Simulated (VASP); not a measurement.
A run of VASP 6.6.1:

INCAR

```
  PREC = Accurate
  ENCUT = 520
  EDIFF = 1E-6
  ISMEAR = 0
  SIGMA = 0.05
  LREAL = False
  LASPH = True
  NELM = 150
  ALGO = Normal
  ISIF = 2
  LWAVE = False
  LCHARG = False
  ISPIN = 2
  MAGMOM = 0 0 0 -1 0 0 0 0 0 0
  LORBIT = 11
  LMAXMIX = 4
  GGA = PE
  NBANDS = 55
  KPAR = 4
```

File KPOINTS:

```
Automatic mesh
0
Gamma
  6 6 6
```

File POSCAR:

```
K2RbAuCl6
1.0
    0.0000000000      5.6833584776      5.6833584776
    5.6833584776      0.0000000000      5.6833584776
    5.6833584776      5.6833584776      0.0000000000
K Rb Au Cl
2 1 1 6
Direct
    0.7500000000      0.7500000000      0.7500000000
    0.2500000000      0.2500000000      0.2500000000
    0.5000000000      0.5000000000      0.5000000000
    0.0000000000      0.0000000000      0.0000000000
    0.7921684238      0.2078315762      0.2078315762
    0.2078315762      0.2078315762      0.7921684238
    0.2078315762      0.7921684238      0.7921684238
    0.2078315762      0.7921684238      0.2078315762
    0.7921684238      0.2078315762      0.7921684238
    0.7921684238      0.7921684238      0.2078315762
```

Potentials or basis: VASP PAW PBE potentials, release 64 (K_sv, Rb_sv, Au, Cl).

The run is started by

```console
$ cat potpaw_PBE.64/K_sv/POTCAR potpaw_PBE.64/Rb_sv/POTCAR potpaw_PBE.64/Au/POTCAR potpaw_PBE.64/Cl/POTCAR > POTCAR
$ mpirun -np 4 vasp_std > vasp.out
```

Hardware: 4 MPI ranks on Intel(R) Xeon(R) Platinum 8259CL CPU @ 2.50GHz (Skylake/Cascade Lake), with other jobs on the host.

Question: Estimate the wall time of this run.

Answer: Run time: 4.8 min on 4 MPI ranks on Intel(R) Xeon(R) Platinum 8259CL CPU @ 2.50GHz (Skylake/Cascade Lake) (shared host), peak memory 1 GiB a rank. Counts: scf iterations 15, k points 16.
